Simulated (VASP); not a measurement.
# Ir (P6_3/mmc) in VASP: further runs, part 2 of 2

VASP 6.6.1. The steps go on from the part before.

### Step 3. Relaxation of volume and atoms at fixed shape, r2SCAN

This run uses another cell than the first one, of 14.63 Å³/atom.

Input file POSCAR:

```
Ir
1.0
    2.7513780000      0.0000000000      0.0000000000
   -1.3756890000      2.3827632434      0.0000000000
    0.0000000000      0.0000000000      4.4622900000
Ir
2
Direct
    0.6666666667      0.3333333333      0.7500000000
    0.3333333333      0.6666666667      0.2500000000
```

Input file INCAR.step1:

```
SYSTEM = Ir
  PREC = Accurate
  ENCUT = 620
  ISMEAR = 0
  SIGMA = 0.1
  LREAL = .FALSE.
  LASPH = .TRUE.
  NELM = 120
  GGA = PE
  ALGO = Normal
  EDIFF = 1E-5
  LWAVE = .TRUE.
  LCHARG = .FALSE.
  GGA_COMPAT = .FALSE.
  IBRION = 2
  ISIF = 3
  EDIFFG = -0.005
  NELMIN = 4
  NSW = 100
```

Input file INCAR.step2:

```
SYSTEM = Ir
  PREC = Accurate
  ENCUT = 620
  EDIFF = 1E-7
  ISMEAR = 0
  SIGMA = 0.1
  LREAL = .FALSE.
  LASPH = .TRUE.
  NELM = 120
  ALGO = Normal
  ISIF = 8
  LWAVE = .FALSE.
  LCHARG = .FALSE.
  METAGGA = R2SCAN
  LMIXTAU = .TRUE.
  IBRION = 2
  NSW = 60
  EDIFFG = -0.01
  ISTART = 1
  GGA_COMPAT = .FALSE.
  NELMIN = 4
```

Input file KPOINTS:

```
regular mesh
0
G
  11 11 6
  0 0 0
```

Potentials or basis: VASP PAW PBE potentials, release 64 (Ir_sv_GW).

Command:

```sh
$ cat potpaw_PBE.64/Ir_sv_GW/POTCAR > POTCAR
$ cp INCAR.step1 INCAR
$ mpirun -np 1 vasp_std > vasp.out
$ cp INCAR.step2 INCAR
$ mpirun -np 1 vasp_std > vasp.out
```

OUTCAR:

```text
SYSTEM = Ir
   PREC = Accurate
   ENCUT = 620
   EDIFF = 1E-7
   ISMEAR = 0
   LREAL = .FALSE.
   LASPH = .TRUE.
   NELM = 120
   ISIF = 8
   METAGGA = R2SCAN
   IBRION = 2
   NSW = 60
   EDIFFG = -0.01
   ISTART = 1
   NELMIN = 4

 ion  position               nearest neighbor table
   1  0.667  0.333  0.750-   2 2.74   2 2.74   2 2.74   2 2.74   2 2.74   2 2.74
   2  0.333  0.667  0.250-   1 2.74   1 2.74   1 2.74   1 2.74   1 2.74   1 2.74

  LATTYP: Found a hexagonal cell.
 ALAT       =     2.7513780000
 C/A-ratio  =     1.6218382207

  Lattice vectors:

 A1 = (   2.7513780000,   0.0000000000,   0.0000000000)
 A2 = (  -1.3756890000,   2.3827632434,   0.0000000000)
 A3 = (   0.0000000000,   0.0000000000,   4.4622900000)

Analysis of symmetry for initial positions (statically):
=====================================================================
 Subroutine PRICEL returns:
 Original cell was already a primitive cell.

 Routine SETGRP: Setting up the symmetry group for a
 hexagonal supercell.

 Subroutine GETGRP returns: Found 24 space group operations
 (whereof 12 operations were pure point group operations)
 out of a pool of 24 trial point group operations.

The static configuration has the point symmetry D_3d.
 The point group associated with its full space group is D_6h.

Analysis of symmetry for dynamics (positions and initial velocities):
=====================================================================
 Subroutine PRICEL returns:
 Original cell was already a primitive cell.

 Routine SETGRP: Setting up the symmetry group for a
 hexagonal supercell.

 Subroutine GETGRP returns: Found 24 space group operations
 (whereof 12 operations were pure point group operations)
 out of a pool of 24 trial point group operations.

The dynamic configuration has the point symmetry D_3d.
 The point group associated with its full space group is D_6h.

 Subroutine INISYM returns: Found 24 space group operations
 (whereof 12 operations are pure point group operations),
 and found     1 'primitive' translations

----------------------------------------------------------------------------------------

                                     Primitive cell

  volume of cell :      29.2542

  direct lattice vectors                    reciprocal lattice vectors
     2.751378000  0.000000000  0.000000000     0.363454240  0.209840403  0.000000000
    -1.375689000  2.382763243  0.000000000     0.000000000  0.419680807  0.000000000
     0.000000000  0.000000000  4.462290000     0.000000000  0.000000000  0.224100182

  length of vectors
     2.751378000  2.751378000  4.462290000     0.419680807  0.419680807  0.224100182

  position of ions in fractional coordinates (direct lattice)
     0.666666667  0.333333333  0.750000000
     0.333333333  0.666666667  0.250000000

  ion indices of the primitive-cell ions
   primitive index   ion index
                 1           1
                 2           2

----------------------------------------------------------------------------------------

 KPOINTS: regular mesh

Automatic generation of k-mesh.
 Grid dimensions read from file:
 generate k-points for:   11   11    6
[... 44 lines left out ...]
  0.181818  0.090909  0.166667     24.000000
 [... further k-points ...]
   k-points           NKPTS =     64   k-points in BZ     NKDIM =     64   number of bands    NBANDS=     21
   number of dos      NEDOS =    301   number of ions     NIONS =      2
   total plane-waves  NPLWV =  20736
   dimension x,y,z NGX =    24 NGY =   24 NGZ =   36
   dimension x,y,z NGXF=    48 NGYF=   48 NGZF=   72
   ions per type =               2
   NGX,Y,Z   is equivalent  to a cutoff of  14.50, 14.50, 13.41 a.u.
   NGXF,Y,Z  is equivalent  to a cutoff of  29.00, 29.00, 26.82 a.u.
 SYSTEM =  Ir
   PREC   = accura    normal or accurate (medium, high low for compatibility)
   ISTART =      1    job   : 0-new  1-cont  2-samecut
   ICHARG =      0    charge: 1-file 2-atom 10-const
   ISPIN  =      1    spin polarized calculation?
   LNONCOLLINEAR =      F non collinear calculations
   LSORBIT =      F    spin-orbit coupling
   LASPH  =      T    aspherical Exc in radial PAW
   ENCUT  =  620.0 eV  45.57 Ry    6.75 a.u.   5.59  5.59  9.06*2*pi/ulx,y,z
   NELM   =    120;   NELMIN=  4; NELMDL=  0     # of ELM steps
   EDIFF  = 0.1E-06   stopping-criterion for ELM
   LREAL  =      F    real-space projection
   EDIFFG = -.1E-01   stopping-criterion for IOM
   NSW    =     60    number of steps for IOM
   IBRION =      2    ionic relax: 0-MD 1-quasi-New 2-CG
   NFREE  =      1    steps in history (QN), initial steepest desc. (CG)
   ISIF   =      8    stress and relaxation
   ISYM   =      2    0-nonsym 1-usesym 2-fastsym
   POTIM  = 0.5000    time-step for ionic-motion
   TEBEG  =    0.0;   TEEND  =   0.0 temperature during run
   PSTRESS=    0.0 pullay stress
   NELECT =      34.0000    total number of electrons
   NUPDOWN=      -1.0000    fix difference up-down
   EMIN   =  10.00;   EMAX   =-10.00  energy-range for DOS
   EFERMI =   0.00;   METHOD = LEGACY
   ISMEAR =     0;   SIGMA  =   0.10  broadening in eV -4-tet -1-fermi 0-gaus
   EFERMI_NEDOS =   21; number of points for ismear=-14 and -15
   IALGO  =     38    algorithm
   IMIX   =      4    mixing-type and parameters
     AMIX     =   0.40;   BMIX     =  1.00
     AMIX_MAG =   1.60;   BMIX_MAG =  1.00
  volume/ion in A,a.u.               =      14.63        98.71
  Fermi-wavevector in a.u.,A,eV,Ry     =   1.721227  3.252647 40.308926  2.962622
  Thomas-Fermi vector in A             =   2.797519
   LORBIT       =      0    0 simple, 1 ext, 2 COOP (PROOUT), +10 PAW based schemes
   METAGGA = R2SCAN    functional components
   LHFCALC =     F    Hartree Fock is set to
   AEXX    =    0.0000 exact exchange contribution
   IVDW    =     0    specifies the selected vdW correction
   LEPSILON=     F    determine dielectric tensor
   LRPA    =     F    only Hartree local field effects (RPA)
 conjugate gradient relaxation of ions
 non-spin polarized calculation
 Gauss-broadening in eV      SIGMA  =   0.10
  energy-cutoff  :      620.00
  volume of cell :       29.25
 maximum number of plane-waves:      1051
 NGX is ok and might be reduce to    24
   NGX = 11   NGY = 11   NGZ = 19

--------------------------------------- Ionic step        1  -------------------------------------------

 number of electron      34.0000000 magnetization

 Free energy of the ion-electron system (eV)
  ---------------------------------------------------
  ext. energy  EPLUGINS =         0.00000000
  ---------------------------------------------------
  free energy    TOTEN  =      -105.59337097 eV

  energy without entropy =     -105.57663171  energy(sigma->0) =     -105.58500134

------------------------ aborting loop because EDIFF is reached ----------------------------------------

  FORCE on cell =-STRESS in cart. coord.  units (eV):
  Direction    XX          YY          ZZ          XY          YZ          ZX
  --------------------------------------------------------------------------------------
  -------------------------------------------------------------------------------------
  Total       -1.7268373     -1.7268373     -1.8110905      0.0000000      0.0000000     -0.0000000
  in kB      -94.5742819    -94.5742819    -99.1886095      0.0000000      0.0000000     -0.0000000
  external PRESSURE =     -96.1123911 kB  Pullay stress =       0.0000000 kB
[... 95 lines left out ...]
--------------------------------------- Ionic step        4  -------------------------------------------

 number of electron      34.0000000 magnetization

 Free energy of the ion-electron system (eV)
  ---------------------------------------------------
  ext. energy  EPLUGINS =         0.00000000
  ---------------------------------------------------
  free energy    TOTEN  =      -105.61752453 eV

  energy without entropy =     -105.60147618  energy(sigma->0) =     -105.60950035

 E-fermi :  12.6493     XC(G=0): -15.8595

 val. band max:       12.6333294636   @ k =   0.3636   0.1818   0.1667
 cond. band min:      12.6541017138   @ k =   0.2727   0.0909   0.3333
 fundamental gap:      0.0207722501
 Fermi energy:        12.6492748865

 k-point     1 :       0.0000    0.0000    0.0000
  band No.  band energies     occupation
      1     -82.4914      2.00000
      2     -82.4163      2.00000
      3     -39.1414      2.00000
      4     -38.4085      2.00000
      5     -38.4085      2.00000
      6     -38.3001      2.00000
[... 565 lines left out ...]
     20      16.7231      0.00000
     21      21.9692      0.00000

 [... further k-points ...]

------------------------ aborting loop because EDIFF is reached ----------------------------------------

  FORCE on cell =-STRESS in cart. coord.  units (eV):
  Direction    XX          YY          ZZ          XY          YZ          ZX
  --------------------------------------------------------------------------------------
  -------------------------------------------------------------------------------------
  Total        0.0022631      0.0022631     -0.0403506     -0.0000000      0.0000000      0.0000000
  in kB        0.1273107      0.1273107     -2.2699273     -0.0000000      0.0000000      0.0000000
  external PRESSURE =      -0.6717687 kB  Pullay stress =       0.0000000 kB
[... 17 lines left out ...]
  FREE ENERGIE OF THE ION-ELECTRON SYSTEM (eV)
  ---------------------------------------------------
  free  energy   TOTEN  =      -105.6175245266 eV

  energy  without entropy=     -105.6014761831  energy(sigma->0) =     -105.60950035

 reached required accuracy - stopping structural energy minimisation
```

Wall time 6.6 min (1 thread of Intel Xeon Platinum 8559C (Emerald Rapids), shared host); peak memory 0.2 GiB.

Results:

```
Free energy                           : -105.6175 eV
Relaxed volume                        : 14.24 Å³/atom
Relaxed cell                          : a = 2.727 Å, b = 2.727 Å, c = 4.423 Å, α = 90.00°, β = 90.00°, γ = 120.00°
Space group after relaxing (to 0.1 Å) : P6_3/mmc (No. 194)
Energy gained by relaxing             : 12.1 meV/atom
Ionic steps                           : 4
Pressure after relaxing               : -0.1 GPa
Band gap on the k mesh                : zero (bands 17 and 18 overlap by 3.33 eV)
```

Stress tensor (GPa, compression positive):
```
 0.01  0.00  0.00
 0.00  0.01  0.00
 0.00  0.00 -0.23
```

The path:
| step | energy change (eV) | largest force (eV/Å) | pressure (GPa) | volume (Å³) |
| --- | --- | --- | --- | --- |
| 1 | 0.0000 | 0.0000 | -9.61 | 29.25 |
| 2 | 0.3713 | 0.0000 | 50.49 | 25.69 |
| 3 | -0.0241 | 0.0000 | -0.44 | 28.51 |
| 4 | -0.0242 | 0.0000 | -0.07 | 28.48 |

Final structure:
```cif
data_structure
_symmetry_space_group_name_H-M 'P 1'
_symmetry_Int_Tables_number 1
_cell_length_a 2.7269
_cell_length_b 2.7269
_cell_length_c 4.4226
_cell_angle_alpha 90.000
_cell_angle_beta 90.000
_cell_angle_gamma 120.000
_cell_volume 28.48
loop_
_atom_site_label
_atom_site_type_symbol
_atom_site_fract_x
_atom_site_fract_y
_atom_site_fract_z
_atom_site_occupancy
Ir1 Ir 0.66667 0.33333 0.75000 1
Ir2 Ir 0.33333 0.66667 0.25000 1
```

Levels at points of the mesh, in eV from the Fermi level:
```tsv
k point	band 13	band 14	band 15	band 16	band 17	band 18	band 19	band 20	band 21
(0.00, 0.00, 0.00)	-3.94	-3.28	-3.28	-2.46	-2.46	-0.76	0.29	0.29	7.44
(0.00, 0.00, 0.50)	-4.08	-4.08	-4.08	-4.08	-0.48	-0.48	-0.48	-0.48	13.88
```

Caveat: the PAW data sets were made with another functional, which shifts forces and pressure a little; spin-orbit coupling is left out, which moves the levels of the heavy elements.

The gap in the log of VASP goes by the Fermi energy; the results here count the filled bands.